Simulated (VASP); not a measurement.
Input of a VASP 6.6.1 run:

The input INCAR:

```
ALGO = Fast ; EDIFF = 1E-7
ENCUT = 520 ; GGA = PS
ISIF = 2 ; ISMEAR = 0
LASPH = T ; LCHARG = T
LELF = T ; LREAL = F
LVHAR = T ; LWAVE = F
NBANDS = 22 ; NELM = 100
PREC = Accurate ; SIGMA = 0.15
```

KPOINTS

```
k-points
0
Gamma
  18 18 12
```

POSCAR

```
Rh
1.0
    3.0040769465      0.0000000000      0.0000000000
   -1.5020384732      2.3650972278      0.0000000000
    0.0000000000      0.0000000000      4.4284890000
Rh
2
Direct
    0.6666666667      0.3333333333      0.7500000000
    0.3333333333      0.6666666667      0.2500000000
```

Potentials or basis: VASP PAW PBE potentials, release 64 (Rh_pv).

The run is started by

```sh
$ cat potpaw_PBE.64/Rh_pv/POTCAR > POTCAR
$ mpirun -np 1 vasp_std > vasp.out
```

Question: Predict the pressure.

Answer: -28.0 GPa.

Question: Estimate the band gap on the k mesh.

Answer: Zero (bands 15 and 16 overlap by 1.90 eV).

Question: Predict the largest force.

Answer: 0.140 eV/Å.

Stress tensor (GPa, compression positive):
```
-34.10   0.00   0.00
  0.00 -23.42   0.00
  0.00   0.00 -26.59
```

Caveat: the cell differs from its parent crystal (strain +0.1000 x Voigt [1, 0, 0, 0, 0, 0]); the cell stands under tension; the PAW data sets were made with another functional, which shifts forces and pressure a little.
